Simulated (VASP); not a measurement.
# NaF (Fm-3m) in VASP: a series of runs, part 2 of 2

VASP 6.6.1. The steps go on from the part before.

**5. Single point, LDA**

This run uses another cell than the first one, of 10.40 Å³/atom, 0.871 times its volume.

Contents of INCAR:

```
ALGO     = Normal         # electronic algorithm
EDIFF    = 1E-6           # SCF threshold, eV
ENCUT    = 600            # plane-wave cutoff, eV
GGA      = CA             # functional
GGA_COMPAT= False        
ISIF     = 2              # what is computed and relaxed
ISMEAR   = 0              # smearing method
LASPH    = True           # aspherical terms in the spheres
LCHARG   = False          # write CHGCAR
LREAL    = False          # projectors in reciprocal space
LWAVE    = False          # write WAVECAR
NBANDS   = 14             # bands
NELM     = 120            # most SCF steps
PREC     = Accurate       # precision mode
SIGMA    = 0.1            # smearing width, eV
```

Contents of KPOINTS:

```
k-points
0
Gamma
  8 8 8
```

Contents of POSCAR:

```
NaF
1.0
    0.0000000000      2.1830425586      2.1830425586
    2.1830425586      0.0000000000      2.1830425586
    2.1830425586      2.1830425586      0.0000000000
Na F
1 1
Direct
    0.0000000000      0.0000000000      0.0000000000
    0.5000000000      0.5000000000      0.5000000000
```

Potentials or basis: VASP PAW LDA potentials, release 64 (Na_pv, F).

Command:

```sh
$ cat potpaw_LDA.64/Na_pv/POTCAR potpaw_LDA.64/F/POTCAR > POTCAR
$ mpirun -np 1 vasp_std > vasp.out
```

OUTCAR:

```text
EDIFF = 1E-6
   ENCUT = 600
   GGA = CA
   ISIF = 2
   ISMEAR = 0
   LASPH = True
   LREAL = False
   NELM = 120
   PREC = Accurate

 ion  position               nearest neighbor table
   1  0.000  0.000  0.000-   2 2.18   2 2.18   2 2.18   2 2.18   2 2.18   2 2.18
   2  0.500  0.500  0.500-   1 2.18   1 2.18   1 2.18   1 2.18   1 2.18   1 2.18

  LATTYP: Found a face centered cubic cell.
 ALAT       =     4.3660851172

  Lattice vectors:

 A1 = (   0.0000000000,   2.1830425586,   2.1830425586)
 A2 = (   2.1830425586,   0.0000000000,   2.1830425586)
 A3 = (   2.1830425586,   2.1830425586,   0.0000000000)

Analysis of symmetry for initial positions (statically):
=====================================================================
 Subroutine PRICEL returns:
 Original cell was already a primitive cell.

 Routine SETGRP: Setting up the symmetry group for a
 face centered cubic supercell.

 Subroutine GETGRP returns: Found 48 space group operations
 (whereof 48 operations were pure point group operations)
 out of a pool of 48 trial point group operations.

The static configuration has the point symmetry O_h .

Analysis of symmetry for dynamics (positions and initial velocities):
=====================================================================
 Subroutine PRICEL returns:
 Original cell was already a primitive cell.

 Routine SETGRP: Setting up the symmetry group for a
 face centered cubic supercell.

 Subroutine GETGRP returns: Found 48 space group operations
 (whereof 48 operations were pure point group operations)
 out of a pool of 48 trial point group operations.

The dynamic configuration has the point symmetry O_h .

 Subroutine INISYM returns: Found 48 space group operations
 (whereof 48 operations are pure point group operations),
 and found     1 'primitive' translations

----------------------------------------------------------------------------------------

[... 116 lines left out ...]
   LORBIT       =      0    0 simple, 1 ext, 2 COOP (PROOUT), +10 PAW based schemes
   GGA     = CA    functional components
   LHFCALC =     F    Hartree Fock is set to
   AEXX    =    0.0000 exact exchange contribution
   IVDW    =     0    specifies the selected vdW correction
   LEPSILON=     F    determine dielectric tensor
   LRPA    =     F    only Hartree local field effects (RPA)
 non-spin polarized calculation
 Gauss-broadening in eV      SIGMA  =   0.10
  energy-cutoff  :      600.00
  volume of cell :       20.81
 maximum number of plane-waves:       725
 NGX is ok and might be reduce to    28
   NGX = 13   NGY = 13   NGZ = 13

 number of electron      13.9999998 magnetization

 Free energy of the ion-electron system (eV)
  ---------------------------------------------------
  ext. energy  EPLUGINS =         0.00000000
  ---------------------------------------------------
  free energy    TOTEN  =        -9.28986891 eV

  energy without entropy =       -9.28986891  energy(sigma->0) =       -9.28986891

 E-fermi :  -1.1753     XC(G=0): -10.8722

 val. band max:       -1.6200133226   @ k =   0.0000   0.0000   0.0000
 cond. band min:       5.3996966042   @ k =   0.0000   0.0000   0.0000
 fundamental gap:      7.0197099268
 Fermi energy:        -1.1753105239

 k-point     1 :       0.0000    0.0000    0.0000
  band No.  band energies     occupation
      1     -20.7449      2.00000
      2     -19.9059      2.00000
      3     -19.9059      2.00000
      4     -19.9059      2.00000
      5      -1.6200      2.00000
      6      -1.6200      2.00000
      7      -1.6200      2.00000
      8       5.3997      0.00000
      9      18.1490      0.00000
     10      18.1490      0.00000
     11      18.1490      0.00000
     12      21.3586      0.00000
     13      23.7988      0.00000
     14      23.7988      0.00000
[... 377 lines left out ...]
      1     -21.2107      2.00000
      2     -20.0115      2.00000
      3     -19.9643      2.00000
      4     -19.1623      2.00000
      5      -3.3430      2.00000
      6      -2.3907      2.00000
      7      -2.0923      2.00000
      8      10.9715      0.00000
      9      12.1572      0.00000
     10      17.0439      0.00000
     11      19.1012      0.00000
     12      22.1798      0.00000
     13      23.3776      0.00000
     14      28.8506      0.00000

 [... further k-points ...]
[... 5 lines left out ...]
  --------------------------------------------------------------------------------------
  -------------------------------------------------------------------------------------
  Total        0.9098929      0.9098929      0.9098929      0.0000000      0.0000000     -0.0000000
  in kB       70.0622781     70.0622781     70.0622781      0.0000000      0.0000000     -0.0000000
  external PRESSURE =      70.0622781 kB  Pullay stress =       0.0000000 kB

 VOLUME and BASIS-vectors are now :
 -----------------------------------------------------------------------------
  energy-cutoff  :      600.00
  volume of cell :       20.81
      direct lattice vectors                 reciprocal lattice vectors
     0.000000000  2.183042559  2.183042559    -0.229038137  0.229038137  0.229038137
     2.183042559  0.000000000  2.183042559     0.229038137 -0.229038137  0.229038137
     2.183042559  2.183042559  0.000000000     0.229038137  0.229038137 -0.229038137

 POSITION                                       TOTAL-FORCE (eV/Angst)
 -----------------------------------------------------------------------------------
      0.00000      0.00000      0.00000         0.000000      0.000000     -0.000000
      2.18304      2.18304      2.18304         0.000000     -0.000000      0.000000
 -----------------------------------------------------------------------------------
    total drift:                                0.000000      0.000000      0.000000

  FREE ENERGIE OF THE ION-ELECTRON SYSTEM (eV)
  ---------------------------------------------------
  free  energy   TOTEN  =        -9.2898689119 eV

  energy  without entropy=       -9.2898689119  energy(sigma->0) =       -9.28986891
```

OSZICAR:

```text
N       E                     dE             d eps       ncg     rms          rms(c)
DAV:   1     0.112936248811E+03    0.11294E+03   -0.83667E+03   818   0.139E+03
DAV:   2    -0.476986007021E+01   -0.11771E+03   -0.10971E+03   878   0.369E+02
DAV:   3    -0.100968182560E+02   -0.53270E+01   -0.53175E+01  1028   0.693E+01
DAV:   4    -0.101351070169E+02   -0.38289E-01   -0.38288E-01   890   0.624E+00
DAV:   5    -0.101353850810E+02   -0.27806E-03   -0.27806E-03  1010   0.536E-01    0.515E+00
DAV:   6    -0.933082442629E+01    0.80456E+00   -0.25282E+00   988   0.165E+01    0.167E+00
DAV:   7    -0.930464231524E+01    0.26182E-01   -0.34547E-02   860   0.206E+00    0.968E-01
DAV:   8    -0.928991353790E+01    0.14729E-01   -0.18286E-02   932   0.261E+00    0.135E-01
DAV:   9    -0.928992476802E+01   -0.11230E-04   -0.19604E-03  1016   0.446E-01    0.770E-02
DAV:  10    -0.928986914354E+01    0.55624E-04   -0.28692E-04   920   0.217E-01    0.115E-02
DAV:  11    -0.928986890371E+01    0.23983E-06   -0.11999E-05   890   0.400E-02    0.119E-03
DAV:  12    -0.928986891192E+01   -0.82127E-08   -0.20360E-07   496   0.553E-03
   1 F= -.92898689E+01 E0= -.92898689E+01  d E =-.874144E-12
```

stdout:

```text
POSCAR found type information on POSCAR NaF
 POSCAR found :  2 types and       2 ions
 scaLAPACK will be used
 LDA part: xc-table for (Slater(with rela. corr.)+CA(PZ))
 , standard interpolation
 POSCAR, INCAR and KPOINTS ok, starting setup
 FFT: planning ... GRIDC
 FFT: planning ... GRID_SOFT
 FFT: planning ... GRID
 WAVECAR not read
 entering main loop
```

It took 7.7 s on 1 thread of Intel Xeon Platinum 8488C (Sapphire Rapids), shared host; peak memory 0.13 GiB.

Results:

| Quantity | Value |
| --- | --- |
| Free energy | -9.2899 eV |
| Pressure | 7.0 GPa |
| Band gap on the k mesh | 7.02 eV, direct |

Levels at points of the mesh, in eV from the valence-band top:
```csv
k point,band 3,band 4,band 5,band 6,band 7,band 8,band 9,band 10,band 11,band 12
"(0.00, 0.00, 0.00)",-18.29,-18.29,0.00,0.00,0.00,7.02,19.77,19.77,19.77,22.98
"(0.50, 0.00, 0.00)",-18.31,-17.33,-2.11,-0.38,-0.38,11.52,13.66,21.64,21.64,24.63
"(0.50, 0.50, 0.00)",-18.39,-18.39,-1.62,-0.51,-0.51,13.37,14.29,15.10,21.74,21.74
```

**6. Single point, revPBE**

Contents of INCAR:

```
SYSTEM = NaF
PREC     = Accurate       ! precision mode
ENCUT    = 600            ! plane-wave cutoff, eV
EDIFF    = 1E-6           ! SCF threshold, eV
ISMEAR   = 0              ! smearing method
SIGMA    = 0.1            ! smearing width, eV
LREAL    = .False.        ! projectors in reciprocal space
LASPH    = .True.         ! aspherical terms in the spheres
NELM     = 120            ! most SCF steps
ALGO     = Normal         ! electronic algorithm
ISIF     = 2              ! what is computed and relaxed
LWAVE    = .False.        ! write WAVECAR
LCHARG   = .False.        ! write CHGCAR
GGA      = RE             ! functional
NBANDS   = 14             ! bands
GGA_COMPAT= .False.
```

Contents of KPOINTS:

```
regular mesh
0
Gamma
  8 8 8
  0 0 0
```

Contents of POSCAR:

```
NaF
1.0
    0.0000000000      2.2858943317      2.2858943317
    2.2858943317      0.0000000000      2.2858943317
    2.2858943317      2.2858943317      0.0000000000
Na F
1 1
Direct
    0.0000000000      0.0000000000      0.0000000000
    0.5000000000      0.5000000000      0.5000000000
```

Potentials or basis: VASP PAW PBE potentials, release 64 (Na_pv, F).

Command:

```sh
$ cat potpaw_PBE.64/Na_pv/POTCAR potpaw_PBE.64/F/POTCAR > POTCAR
$ mpirun -np 1 vasp_std > vasp.out
```

Run time: 9.6 s. Hardware: 1 thread of Intel Xeon Platinum 8488C (Sapphire Rapids), shared host; peak memory 0.15 GiB.

The run converged. Its results:

```
Free energy            : -8.1068 eV
Pressure               : 7.6 GPa
Band gap on the k mesh : 6.81 eV, direct
```

Levels at points of the mesh, in eV from the valence-band top:
| k point | band 4 | band 5 | band 6 | band 7 | band 8 | band 9 | band 10 | band 11 |
| --- | --- | --- | --- | --- | --- | --- | --- | --- |
| (0.00, 0.00, 0.00) | -18.90 | 0.00 | 0.00 | 0.00 | 6.81 | 19.54 | 19.54 | 19.54 |
| (0.50, 0.00, 0.00) | -18.16 | -1.63 | -0.27 | -0.27 | 11.32 | 13.09 | 20.83 | 20.83 |
| (0.50, 0.50, 0.00) | -18.95 | -1.30 | -0.42 | -0.42 | 13.75 | 13.77 | 14.28 | 20.59 |

Caveat: the PAW data sets were made with another functional, which shifts forces and pressure a little.

**7. The runs side by side**

| level | potentials or basis | cell | k mesh | cutoff (eV) | smearing | gap on the mesh (eV) | pressure (GPa) |
| --- | --- | --- | --- | --- | --- | --- | --- |
| PBE | VASP PAW PBE potentials, release 64 (Na_pv, F) | a = 3.233 Å, angles 60.0°, 2 atoms | 9 × 3 × 9 | 520 | gaussian 0.01 eV | 6.52 | 4.5 |
| revPBE | VASP PAW PBE potentials, release 64 (Na_pv, F) | a = 2.990 Å, angles 60.0°, 2 atoms | 8 × 8 × 8 | 600 | fermi-dirac 0.25852 eV | 8.34 | 34.5 |
| LDA | VASP PAW LDA potentials, release 64 (Na_pv, F) | a = 3.087 Å, angles 60.0°, 2 atoms | 8 × 8 × 8 | 600 | gaussian 0.1 eV | 7.02 | 7.0 |
| revPBE | VASP PAW PBE potentials, release 64 (Na_pv, F) | a = 3.233 Å, angles 60.0°, 2 atoms | 8 × 8 × 8 | 600 | gaussian 0.1 eV | 6.81 | 7.6 |

Alike in all rows: task single point; no spin polarisation.

Caveats: some runs use coarse meshes; the PAW data sets were made with another functional, which shifts forces and pressure a little (some runs).

Total energies depend on the potentials used, so only differences within one code and one set of settings carry meaning.
